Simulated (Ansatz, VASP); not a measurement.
## ZrC: VASP beside Ansatz

Contents of INCAR:

```
SYSTEM = ZrC
ALGO     = Normal         ! electronic algorithm
EDIFF    = 1E-7           ! SCF threshold, eV
ENCUT    = 520            ! plane-wave cutoff, eV
GGA      = PE             ! functional
ISIF     = 2              ! what is computed and relaxed
ISMEAR   = 0              ! smearing method
ISYM     = 0            
LASPH    = .True.         ! aspherical terms in the spheres
LCHARG   = .True.         ! write CHGCAR
LELF     = .True.         ! ELF
LREAL    = .False.        ! projectors in reciprocal space
LVHAR    = .True.       
LWAVE    = .False.        ! write WAVECAR
NBANDS   = 15             ! bands
NELM     = 60             ! most SCF steps
PREC     = Accurate       ! precision mode
SIGMA    = 0.05           ! smearing width, eV
```

The input KPOINTS:

```
k-points
0
Gamma
  12 12 12
  0 0 0
```

The input POSCAR:

```
ZrC
1.0
    3.2695327460      0.0000000000      0.0000000000
   -1.6347663730      2.8314984165      0.0000000000
    0.0000000000      0.0000000000      2.9397343753
Zr C
1 1
Direct
    0.0000000000      0.0000000000      0.0000000000
    0.6666666667      0.3333333333      0.5000000000
```

Input for Ansatz:

```yaml
crystal:
  lattice:
    - [3.269532745976, 0.0, 0.0]
    - [-1.634766372988, 2.831498416521, 0.0]
    - [0.0, 0.0, 2.9397343753]
  atoms:
    - { symbol: Zr, position: [-3.700743415525e-17, 0.0, 0.0] }
    - { symbol: C, position: [0.6666666666667, 0.3333333333333, 0.5] }
  symmetry: { detect: false }
basis:
  ecutwfc: 420
  ecutrho_ratio: 4
kpoints:
  mp_grid: { grid: [12, 12, 12] }
hamiltonian:
  xc: pbe
scf:
  occupations: { method: gaussian, width: 0.05 }
output:
  forces: true
  stress: true
```

Alike in both runs: task single point; functional PBE; k mesh 12 × 12 × 12; occupations gaussian, width 0.05 eV; no spin polarisation.

|  | VASP | Ansatz |
| --- | --- | --- |
| version | VASP 6.6.1 | Ansatz 0.2.0 |
| potentials or method | VASP PAW PBE potentials, release 64 (Zr_sv, C), cutoff 520 eV | scalar-relativistic, plane waves, PAW |
| valence electrons in the cell | 16 | 16 |

```tsv
	VASP	Ansatz	Ansatz less VASP
pressure (GPa)	0.2	0.0	-0.20
```
